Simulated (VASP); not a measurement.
# Ti in VASP: a series of runs, part 2 of 2

VASP 6.6.1. Earlier steps stand in the parts before.

## 3. Electric field gradients, PBEsol (equal xy, yz and zx shear strains of +2 %)

The input, INCAR:

```
SYSTEM = Ti
PREC     = Accurate       ! precision mode
ENCUT    = 400            ! plane-wave cutoff, eV
EDIFF    = 1E-8           ! SCF threshold, eV
ISMEAR   = -1             ! smearing method
SIGMA    = 0.05           ! smearing width, eV
LREAL    = .FALSE.        ! projectors in reciprocal space
LASPH    = .TRUE.         ! aspherical terms in the spheres
NELM     = 120            ! most SCF steps
ALGO     = Normal         ! electronic algorithm
ISIF     = 2              ! what is computed and relaxed
LWAVE    = .FALSE.        ! write WAVECAR
LCHARG   = .FALSE.        ! write CHGCAR
GGA      = PS             ! functional
LEFG     = .TRUE.       
NBANDS   = 12             ! bands
GGA_COMPAT= .FALSE.
```

The input, KPOINTS:

```
regular mesh
0
G
  14 14 14
  0 0 0
```

The input, POSCAR:

```
Ti
1.0
   -1.6081800000      1.6410000000      1.6410000000
    1.6410000000     -1.6081800000      1.6410000000
    1.6410000000      1.6410000000     -1.6081800000
Ti
1
Direct
    0.0000000000      0.0000000000      0.0000000000
```

Potentials or basis: VASP PAW PBE potentials, release 64 (Ti_sv).

On the command line:

```sh
cat potpaw_PBE.64/Ti_sv/POTCAR > POTCAR
mpirun -np 1 vasp_std > vasp.out
```

OUTCAR:

```text
SYSTEM = Ti
   PREC = Accurate
   ENCUT = 400
   EDIFF = 1E-8
   ISMEAR = -1
   LREAL = .FALSE.
   LASPH = .TRUE.
   NELM = 120
   ISIF = 2
   GGA = PS

 ion  position               nearest neighbor table
   1  0.000  0.000  0.000-

  LATTYP: Found a trigonal (rhomboedric) cell.
 ALAT       =     2.8234739086
 COS(alpha) =    -0.3242805026

  Lattice vectors:

 A1 = (  -1.6081800000,   1.6410000000,   1.6410000000)
 A2 = (   1.6410000000,  -1.6081800000,   1.6410000000)
 A3 = (   1.6410000000,   1.6410000000,  -1.6081800000)

Analysis of symmetry for initial positions (statically):
=====================================================================
 Subroutine PRICEL returns:
 Original cell was already a primitive cell.

 Routine SETGRP: Setting up the symmetry group for a
 trigonal (rhombohedral) supercell.

 Subroutine GETGRP returns: Found 12 space group operations
 (whereof 12 operations were pure point group operations)
 out of a pool of 12 trial point group operations.

The static configuration has the point symmetry D_3d.

Analysis of symmetry for dynamics (positions and initial velocities):
=====================================================================
 Subroutine PRICEL returns:
 Original cell was already a primitive cell.

 Routine SETGRP: Setting up the symmetry group for a
 trigonal (rhombohedral) supercell.

 Subroutine GETGRP returns: Found 12 space group operations
 (whereof 12 operations were pure point group operations)
 out of a pool of 12 trial point group operations.

The dynamic configuration has the point symmetry D_3d.

 Subroutine INISYM returns: Found 12 space group operations
 (whereof 12 operations are pure point group operations),
 and found     1 'primitive' translations

----------------------------------------------------------------------------------------

                                     Primitive cell

  volume of cell :      17.6708

  direct lattice vectors                    reciprocal lattice vectors
    -1.608180000  1.641000000  1.641000000    -0.006034705  0.301735255  0.301735255
     1.641000000 -1.608180000  1.641000000     0.301735255 -0.006034705  0.301735255
     1.641000000  1.641000000 -1.608180000     0.301735255  0.301735255 -0.006034705

  length of vectors
     2.823473909  2.823473909  2.823473909     0.426760760  0.426760760  0.426760760

  position of ions in fractional coordinates (direct lattice)
     0.000000000  0.000000000  0.000000000

  ion indices of the primitive-cell ions
   primitive index   ion index
                 1           1

----------------------------------------------------------------------------------------

 KPOINTS: regular mesh

Automatic generation of k-mesh.
 Grid dimensions read from file:
 generate k-points for:   14   14   14

 Generating k-lattice:

  Cartesian coordinates                     Fractional coordinates (reciprocal lattice)
    -0.000431050  0.021552518  0.021552518     0.071428571  0.000000000  0.000000000
     0.021552518 -0.000431050  0.021552518     0.000000000  0.071428571  0.000000000
[... 66 lines left out ...]
   POTIM  = 0.5000    time-step for ionic-motion
   TEBEG  =    0.0;   TEEND  =   0.0 temperature during run
   PSTRESS=    0.0 pullay stress
   NELECT =      12.0000    total number of electrons
   NUPDOWN=      -1.0000    fix difference up-down
   EMIN   =  10.00;   EMAX   =-10.00  energy-range for DOS
   EFERMI =   0.00;   METHOD = LEGACY
   ISMEAR =    -1;   SIGMA  =   0.05  broadening in eV -4-tet -1-fermi 0-gaus
   EFERMI_NEDOS =   21; number of points for ismear=-14 and -15
   IALGO  =     38    algorithm
   IMIX   =      4    mixing-type and parameters
     AMIX     =   0.40;   BMIX     =  1.00
     AMIX_MAG =   1.60;   BMIX_MAG =  1.00
  volume/ion in A,a.u.               =      17.67       119.25
  Fermi-wavevector in a.u.,A,eV,Ry     =   1.438964  2.719247 28.172445  2.070616
  Thomas-Fermi vector in A             =   2.557872
   LORBIT       =      0    0 simple, 1 ext, 2 COOP (PROOUT), +10 PAW based schemes
   GGA     = PS    functional components
   LHFCALC =     F    Hartree Fock is set to
   AEXX    =    0.0000 exact exchange contribution
   IVDW    =     0    specifies the selected vdW correction
   LEPSILON=     F    determine dielectric tensor
   LRPA    =     F    only Hartree local field effects (RPA)
 non-spin polarized calculation
  energy-cutoff  :      400.00
  volume of cell :       17.67
 maximum number of plane-waves:       336
   NGX =  9   NGY =  9   NGZ =  9

 number of electron      12.0000005 magnetization

 Free energy of the ion-electron system (eV)
  ---------------------------------------------------
  ext. energy  EPLUGINS =         0.00000000
  ---------------------------------------------------
  free energy    TOTEN  =        -8.20990736 eV

  energy without entropy =       -8.18951742  energy(sigma->0) =       -8.19971239

 E-fermi :   7.7769     XC(G=0): -11.5497

 val. band max:        7.7758683790   @ k =  -0.3571  -0.3571   0.1429
 cond. band min:       7.7823898606   @ k =  -0.3571   0.2857   0.0714
 fundamental gap:      0.0065214815
 Fermi energy:         7.7768541180

 k-point     1 :       0.0000    0.0000    0.0000
  band No.  band energies     occupation
      1     -48.5396      2.00000
      2     -24.5415      2.00000
      3     -24.5044      2.00000
      4     -24.5044      2.00000
      5       1.8953      2.00000
      6       8.6454      0.00000
      7       8.6454      0.00000
      8       8.9461      0.00000
      9      10.4995      0.00000
     10      10.4995      0.00000
     11      24.8801      0.00000
     12      24.8801      0.00000
[... 331 lines left out ...]
 k-point    24 :       0.2857    0.1429   -0.0000
  band No.  band energies     occupation
      1     -48.4371      2.00000
      2     -25.0086      2.00000
      3     -24.7082      2.00000
      4     -24.5509      2.00000
      5       5.2679      2.00000
      6       7.5321      1.98514
      7       7.7991      0.78133
      8      10.2802      0.00000
      9      10.9089      0.00000
     10      11.6859      0.00000
     11      18.4789      0.00000
     12      20.8660      0.00000

 [... further k-points ...]
[... 5 lines left out ...]
  --------------------------------------------------------------------------------------
  -------------------------------------------------------------------------------------
  Total       -0.8240938     -0.8240938     -0.8240938     -0.0887974     -0.0887974     -0.0887974
  in kB      -74.7189788    -74.7189788    -74.7189788     -8.0510875     -8.0510875     -8.0510875
  external PRESSURE =     -74.7189788 kB  Pullay stress =       0.0000000 kB

 VOLUME and BASIS-vectors are now :
 -----------------------------------------------------------------------------
  energy-cutoff  :      400.00
  volume of cell :       17.67
      direct lattice vectors                 reciprocal lattice vectors
    -1.608180000  1.641000000  1.641000000    -0.006034705  0.301735255  0.301735255
     1.641000000 -1.608180000  1.641000000     0.301735255 -0.006034705  0.301735255
     1.641000000  1.641000000 -1.608180000     0.301735255  0.301735255 -0.006034705

 POSITION                                       TOTAL-FORCE (eV/Angst)
 -----------------------------------------------------------------------------------
      0.00000      0.00000      0.00000        -0.000000      0.000000      0.000000
 -----------------------------------------------------------------------------------
    total drift:                                0.000000     -0.000000      0.000000

  FREE ENERGIE OF THE ION-ELECTRON SYSTEM (eV)
  ---------------------------------------------------
  free  energy   TOTEN  =        -8.2099073608 eV

  energy  without entropy=       -8.1895174180  energy(sigma->0) =       -8.19971239

 Electric field gradients (V/A^2)
---------------------------------------------------------------------
 ion       V_xx      V_yy      V_zz      V_xy      V_xz      V_yz
---------------------------------------------------------------------
   1       0.000     0.000    -0.000    -4.046    -4.046    -4.046
---------------------------------------------------------------------

 Electric field gradients after diagonalization (V/A^2)
 (convention: |V_zz| > |V_xx| > |V_yy|)
----------------------------------------------------------------------
 ion       V_xx      V_yy      V_zz     asymmetry (V_yy - V_xx)/ V_zz
----------------------------------------------------------------------
   1       4.046     4.046    -8.091       0.000
----------------------------------------------------------------------

           NMR quadrupolar parameters

 Cq : quadrupolar parameter    Cq=e*Q*V_zz/h
 eta: asymmetry parameters     (V_yy - V_xx)/ V_zz
 Q  : nuclear electric quadrupole moment in mb (millibarn)
----------------------------------------------------------------------
 ion       Cq(MHz)       eta       Q (mb)
----------------------------------------------------------------------
   1      -0.020       0.000       1.000
----------------------------------------------------------------------
```

Run time: 64 s. Hardware: 1 thread of AMD EPYC 7R13, shared host; peak memory 0.12 GiB.

What came out:

```
Free energy            : -8.2099 eV
Pressure               : -7.5 GPa
Band gap on the k mesh : zero (band 6 reaches 8.65 eV, above the bottom of band 7 at 7.16 eV)
```

Levels at points of the mesh, in eV from the Fermi level:
```csv
k point,band 3,band 4,band 5,band 6,band 7,band 8,band 9,band 10
"(0.00, 0.00, 0.00)",-32.28,-32.28,-5.88,0.87,0.87,1.17,2.72,2.72
"(0.50, 0.00, 0.00)",-32.48,-32.29,-2.42,-0.41,0.97,2.75,3.10,4.15
"(0.50, 0.50, 0.00)",-32.52,-32.30,-2.39,-0.35,1.25,2.65,2.97,4.26
"(0.50, 0.50, 0.50)",-32.76,-32.70,-2.04,-2.04,3.68,3.95,3.95,8.16
```

Electric field gradients, principal values (V/Å²):
```tsv
atom	least	middle	greatest (by size)
1 Ti	4.046	4.046	-8.091
```

Caveat: the cell differs from its parent crystal (equal xy, yz and zx shear strains of +2 %); without QUAD_EFG the Cq values of the log hold for a quadrupole moment of 1 mb, not for the nuclei; the PAW data sets were made with another functional, which shifts forces and pressure a little.

## 4. Electric field gradients, PBEsol (zz strain of -1 %)

The input, INCAR:

```
PREC = Accurate
ENCUT = 520
EDIFF = 1E-8
ISMEAR = -1
SIGMA = 0.05
LREAL = F
LASPH = T
NELM = 60
ALGO = Normal
ISIF = 2
LWAVE = F
LCHARG = F
GGA = PS
LEFG = T
NBANDS = 12
```

The input, KPOINTS:

```
regular mesh
0
Gamma
  14 14 14
```

The input, POSCAR:

```
Ti
1.0
   -1.6410000000      1.6410000000      1.6245900000
    1.6410000000     -1.6410000000      1.6245900000
    1.6410000000      1.6410000000     -1.6245900000
Ti
1
Direct
    0.0000000000      0.0000000000      0.0000000000
```

Potentials or basis: VASP PAW PBE potentials, release 64 (Ti_sv).

On the command line:

```sh
cat potpaw_PBE.64/Ti_sv/POTCAR > POTCAR
mpirun -np 1 vasp_std > vasp.out
```

OUTCAR:

```text
PREC = Accurate
   ENCUT = 520
   EDIFF = 1E-8
   ISMEAR = -1
   LREAL = F
   LASPH = T
   NELM = 60
   ISIF = 2
   GGA = PS

 ion  position               nearest neighbor table
   1  0.000  0.000  0.000-

  LATTYP: Found a body centered tetragonal cell.
 ALAT       =     3.2820000000
 C/A-ratio  =     0.9900000000

  Lattice vectors:

 A1 = (  -1.6410000000,   1.6410000000,   1.6245900000)
 A2 = (   1.6410000000,  -1.6410000000,   1.6245900000)
 A3 = (   1.6410000000,   1.6410000000,  -1.6245900000)

Analysis of symmetry for initial positions (statically):
=====================================================================
 Subroutine PRICEL returns:
 Original cell was already a primitive cell.

 Routine SETGRP: Setting up the symmetry group for a
 body centered tetragonal supercell.

 Subroutine GETGRP returns: Found 16 space group operations
 (whereof 16 operations were pure point group operations)
[... 540 lines left out ...]

 VOLUME and BASIS-vectors are now :
 -----------------------------------------------------------------------------
  energy-cutoff  :      520.00
  volume of cell :       17.50
      direct lattice vectors                 reciprocal lattice vectors
    -1.641000000  1.641000000  1.624590000     0.000000000  0.304692261  0.307769960
     1.641000000 -1.641000000  1.624590000     0.304692261  0.000000000  0.307769960
     1.641000000  1.641000000 -1.624590000     0.304692261  0.304692261  0.000000000

 POSITION                                       TOTAL-FORCE (eV/Angst)
 -----------------------------------------------------------------------------------
      0.00000      0.00000      0.00000        -0.000000      0.000000      0.000000
 -----------------------------------------------------------------------------------
    total drift:                                0.000000      0.000000      0.000000

  FREE ENERGIE OF THE ION-ELECTRON SYSTEM (eV)
  ---------------------------------------------------
  free  energy   TOTEN  =        -8.2249161970 eV

  energy  without entropy=       -8.2044814281  energy(sigma->0) =       -8.21469881

 Electric field gradients (V/A^2)
---------------------------------------------------------------------
 ion       V_xx      V_yy      V_zz      V_xy      V_xz      V_yz
---------------------------------------------------------------------
   1      -0.070    -0.070     0.141     0.000     0.000     0.000
---------------------------------------------------------------------

 Electric field gradients after diagonalization (V/A^2)
 (convention: |V_zz| > |V_xx| > |V_yy|)
----------------------------------------------------------------------
 ion       V_xx      V_yy      V_zz     asymmetry (V_yy - V_xx)/ V_zz
----------------------------------------------------------------------
   1      -0.071    -0.070     0.141       0.006
----------------------------------------------------------------------

           NMR quadrupolar parameters

 Cq : quadrupolar parameter    Cq=e*Q*V_zz/h
 eta: asymmetry parameters     (V_yy - V_xx)/ V_zz
 Q  : nuclear electric quadrupole moment in mb (millibarn)
----------------------------------------------------------------------
 ion       Cq(MHz)       eta       Q (mb)
----------------------------------------------------------------------
   1       0.000       0.006       1.000
----------------------------------------------------------------------
```

OSZICAR:

```text
N       E                     dE             d eps       ncg     rms          rms(c)
DAV:   1     0.862171629753E+02    0.86217E+02   -0.65427E+03  5868   0.120E+03
DAV:   2    -0.513294051743E+01   -0.91350E+02   -0.88989E+02  5968   0.297E+02
DAV:   3    -0.933344339221E+01   -0.42005E+01   -0.41525E+01  8092   0.647E+01
DAV:   4    -0.941918161463E+01   -0.85738E-01   -0.85655E-01  6592   0.833E+00
DAV:   5    -0.942111462800E+01   -0.19330E-02   -0.19330E-02  6936   0.113E+00    0.860E+00
DAV:   6    -0.822244001182E+01    0.11987E+01   -0.28810E+00  6348   0.237E+01    0.205E+00
DAV:   7    -0.821649464915E+01    0.59454E-02   -0.76116E-02  6876   0.281E+00    0.124E+00
DAV:   8    -0.822448509816E+01   -0.79904E-02   -0.36051E-02  6232   0.224E+00    0.108E-01
DAV:   9    -0.822488220426E+01   -0.39711E-03   -0.21495E-03  7008   0.455E-01    0.729E-02
DAV:  10    -0.822492800632E+01   -0.45802E-04   -0.30805E-04  6268   0.187E-01    0.191E-02
DAV:  11    -0.822491625173E+01    0.11755E-04   -0.36544E-05  6564   0.907E-02    0.978E-03
DAV:  12    -0.822491612694E+01    0.12479E-06   -0.24223E-06  7124   0.166E-02    0.783E-04
DAV:  13    -0.822491634880E+01   -0.22186E-06   -0.17581E-07  7028   0.373E-03    0.249E-03
DAV:  14    -0.822491620941E+01    0.13938E-06   -0.10248E-07  6116   0.410E-03    0.223E-04
DAV:  15    -0.822491619796E+01    0.11457E-07   -0.20858E-09  3916   0.533E-04    0.367E-05
DAV:  16    -0.822491619702E+01    0.93814E-09   -0.32326E-10  3072   0.231E-04
   1 F= -.82249162E+01 E0= -.82146988E+01  d E =-.204348E-01
```

stdout:

```text
POSCAR found type information on POSCAR Ti
 POSCAR found :  1 types and       1 ions
 scaLAPACK will be used
 -----------------------------------------------------------------------------
|                                                                             |
|                                                                             |
|     You enforced a specific xc type in the INCAR file but a different       |
|     I HOPE YOU KNOW WHAT YOU ARE DOING!                                     |
|                                                                             |
 -----------------------------------------------------------------------------

 LDA part: xc-table for (Slater+PW92), standard interpolation
 POSCAR, INCAR and KPOINTS ok, starting setup
 FFT: planning ... GRIDC
 FFT: planning ... GRID_SOFT
 FFT: planning ... GRID
 WAVECAR not read
 entering main loop
ion   1
```

It took 89 s on 1 thread of Intel Xeon 8259CL, shared host; peak memory 0.18 GiB.

Results:

| Item | Value |
| --- | --- |
| Free energy | -8.2249 eV |
| Pressure | -5.9 GPa |
| Band gap on the k mesh | zero (band 6 reaches 8.84 eV, above the bottom of band 7 at 7.24 eV) |

Levels at points of the mesh, in eV from the Fermi level:
```
           k point  band 3  band 4  band 5  band 6  band 7  band 8  band 9  band 10
(0.00, 0.00, 0.00)  -32.26  -32.26   -5.93    0.94    1.01    1.01    2.70     2.78
(0.50, 0.00, 0.00)  -32.48  -32.27   -2.43   -0.42    1.16    2.75    3.09     4.26
(0.50, 0.50, 0.00)  -32.47  -32.26   -2.43   -0.33    1.09    2.67    3.05     4.25
(0.50, 0.50, 0.50)  -32.73  -32.71   -2.08   -2.06    3.90    3.90    3.92     8.21
```

Caveat: the cell differs from its parent crystal (zz strain of -1 %); without QUAD_EFG the Cq values of the log hold for a quadrupole moment of 1 mb, not for the nuclei; the PAW data sets were made with another functional, which shifts forces and pressure a little.

## 5. The runs side by side

```csv
cell,cutoff (eV),gap on the mesh (eV),pressure (GPa)
"a = 2.833 Å, angles 109.2°, 1 atom",520,none,-6.8
"a = 2.823 Å, angles 108.9°, 1 atom",400,none,-7.5
"a = 2.833 Å, angles 109.2, 109.2, 110.0°, 1 atom",520,none,-5.9
```

Alike in all rows: task electric field gradients; level PBEsol; potentials or basis VASP PAW PBE potentials, release 64 (Ti_sv); no spin polarisation; k mesh 14 × 14 × 14; smearing fermi-dirac 0.05 eV.

Caveats: the PAW data sets were made with another functional, which shifts forces and pressure a little.

Absolute energies hang on the potentials; compare differences alone.
